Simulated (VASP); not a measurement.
YN2:

```xyz
3
Lattice="3.4839 0.0000 0.0000 -1.7419 3.0171 0.0000 0.0000 0.0000 5.6202" Properties=species:S:1:pos:R:3 pbc="T T T"
Y     0.0000    0.0000    0.0000
N     0.0000    2.0114    1.4163
N     1.7419    1.0057    4.2039
```

| Quantity | Value |
| --- | --- |
| Program | VASP 6.6.1 |
| Task | relaxation of cell and atoms |
| Functional | PBEsol |
| Potentials or basis | VASP PAW PBE potentials, release 64 (Y_sv, N) |
| Cutoff | 600 eV |
| k mesh | 10 × 10 × 6 |
| Occupations | gaussian, width 0.05 eV |
| Spin | no spin polarisation |

At the start: pressure -11.8 GPa; volume 19.69 Å³/atom.

Task: How do energy, volume and symmetry change on relaxing?

Result: Over 42 steps the energy falls by 1196.4 meV/atom and the volume is 10.94 Å³/atom (-44.4 %); space group P-3m1 (No. 164, to 0.1 Å) before, P6/mmm (No. 191, to 0.1 Å).

Step by step:
| step | energy change (eV) | largest force (eV/Å) | pressure (GPa) | volume (Å³) |
| --- | --- | --- | --- | --- |
| 1 | 0.0000 | 2.4558 | -11.80 | 59.07 |
| 3 | -0.9173 | 0.2057 | 6.16 | 48.32 |
| 5 | -1.2921 | 0.2693 | -14.26 | 51.72 |
| 7 | -1.6161 | 0.1187 | -7.49 | 51.19 |
| 9 | -1.7340 | 0.6098 | -5.41 | 47.50 |
| 11 | -1.8118 | 0.9825 | 1.89 | 44.30 |
| 13 | -2.1303 | 0.5660 | 1.16 | 40.22 |
| 15 | -1.2274 | 1.4867 | 98.78 | 24.64 |
| 17 | -2.6896 | 2.1755 | 41.58 | 28.50 |
| 19 | -2.6631 | 2.0183 | 44.58 | 28.16 |
| 21 | -2.7275 | 1.6228 | 45.36 | 27.92 |
| 23 | -2.8109 | 0.9125 | 45.66 | 27.74 |
| 25 | -3.1922 | 0.6116 | 28.76 | 29.18 |
| 27 | -3.4752 | 0.0001 | -11.79 | 35.46 |
| 29 | -3.5616 | 0.0896 | -1.55 | 33.15 |
| 31 | -3.5836 | 0.0839 | -1.04 | 33.04 |
| 33 | -3.5876 | 0.0666 | -0.66 | 32.96 |
| 35 | -3.5879 | 0.0667 | -0.40 | 32.91 |
| 37 | -3.5884 | 0.0573 | 0.28 | 32.78 |
| 39 | -3.5892 | 0.0027 | 0.10 | 32.80 |
| 41 | -3.5892 | 0.0006 | -0.13 | 32.85 |
| 42 | -3.5893 | 0.0005 | 0.00 | 32.82 |

Final structure:
```
CELL_PARAMETERS angstrom
3.45441 0.00000 0.00000
-1.72721 2.99161 0.00000
0.00000 0.00000 3.17624
ATOMIC_POSITIONS crystal
Y 0.00000 0.00000 0.00000
N 0.33333 0.66667 0.49996
N 0.66667 0.33333 0.50004
```

Caveat: the volume moved by over 15 % at a fixed basis, so the end points are rough; the PAW data sets were made with another functional, which shifts forces and pressure a little; an odd number of electrons without spin polarisation forces a metal; a magnetic or distorted state may lie lower.
